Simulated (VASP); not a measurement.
**Ga3AsN2: single point with r2SCAN**

Crystal: Ga3AsN2.

```
N As Ga
1.0
     3.36448    0.00000    0.00000
    -1.68224    2.91372    0.00000
     0.00000    0.00000    8.46287
N As Ga
2 1 3
Direct
  0.00000 0.00000 0.02021
  0.33333 0.66667 0.31180
  0.66667 0.33333 0.65993
  0.33333 0.66667 0.08549
  0.66667 0.33333 0.37709
  0.00000 0.00000 0.79549
```

* Program: VASP 6.6.1
* Task: single point
* Functional: r2SCAN
* Potentials or basis: VASP PAW PBE potentials, release 64 (N, As, Ga_d)
* Cutoff: 520 eV
* k mesh: 9 × 9 × 4
* Occupations: fermi-dirac, width 0.02 eV
* Spin: no spin polarisation

```json
{
 "Pressure": "10.1 GPa",
 "Largest force": "0.530 eV/Å",
 "Band gap on the k mesh": "zero (bands 27 and 28 overlap by 0.46 eV)"
}
```

Forces on the atoms (eV/Å):
```
N    0.000  0.000  0.249
N    0.000  0.000  0.306
As   0.000  0.000 -0.530
Ga   0.000  0.000 -0.267
Ga   0.000  0.000  0.014
Ga   0.000  0.000  0.228
```

Stress tensor (GPa, compression positive):
```
 9.49  0.00  0.00
 0.00  9.49  0.00
 0.00  0.00 11.38
```

Levels at points of the mesh, in eV from the Fermi level:
```csv
k point,band 25,band 26,band 27,band 28,band 29,band 30
"(0.00, 0.00, 0.00)",-2.87,-1.61,0.45,0.45,0.68,3.85
"(0.00, 0.00, 0.50)",-3.62,-0.08,0.16,0.43,0.43,3.43
```

Wall time 4.2 min on 1 thread of Intel(R) Xeon(R) 6975P-C (Granite Rapids), on a shared host, peak memory 0.29 GiB.

Caveat: the cell stands under pressure; semilocal functionals underestimate gaps, so a narrow gap can read as zero; the PAW data sets were made with another functional, which shifts forces and pressure a little.
